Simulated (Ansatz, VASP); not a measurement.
## SiSe2 in VASP and in Ansatz

```
Si Se
1.0
    -3.03053    4.42036    2.90236
     3.03053   -4.42036    2.90236
     3.03053    4.42036   -2.90236
Si Se
2 4
Direct
  0.75000 0.75000 0.00000
  0.25000 0.25000 0.00000
  0.13233 0.21588 0.34821
  0.86767 0.78412 0.65179
  0.36767 0.71588 0.08355
  0.63233 0.28412 0.91645
```

Alike in both runs: functional LDA; k mesh 8 × 8 × 8; occupations gaussian, width 0.02 eV; no spin polarisation.

Ansatz relaxed the structure, and its values are those at the end. VASP's run is a single point on that final structure, the one shown.

|  | VASP | Ansatz |
| --- | --- | --- |
| version | VASP 6.6.1 | Ansatz 0.2.0 |
| potentials or method | VASP PAW LDA potentials, release 64 (Si, Se), cutoff 500 eV | scalar-relativistic, plane waves, PAW |
| valence electrons in the cell | 32 | 72 |

|  | VASP | Ansatz | Ansatz less VASP |
| --- | --- | --- | --- |
| gap on the k mesh at the Fermi level (eV) | 1.38 | 1.38 | -0.002 |
| least direct gap on the mesh (eV) | 1.47 | 1.47 | -0.002 |
| pressure (GPa) | 0.2 | 0.0 | -0.22 |
| rms of the force components (eV/Å) | 0.026 | 0.001 | -0.0249 |

LDA's correlation is that of Perdew and Zunger in VASP and of Perdew and Wang (1992) in Ansatz. VASP's potentials hold 32 valence electrons a cell and Ansatz's 72, so a difference there can come from the potentials and not from the codes.
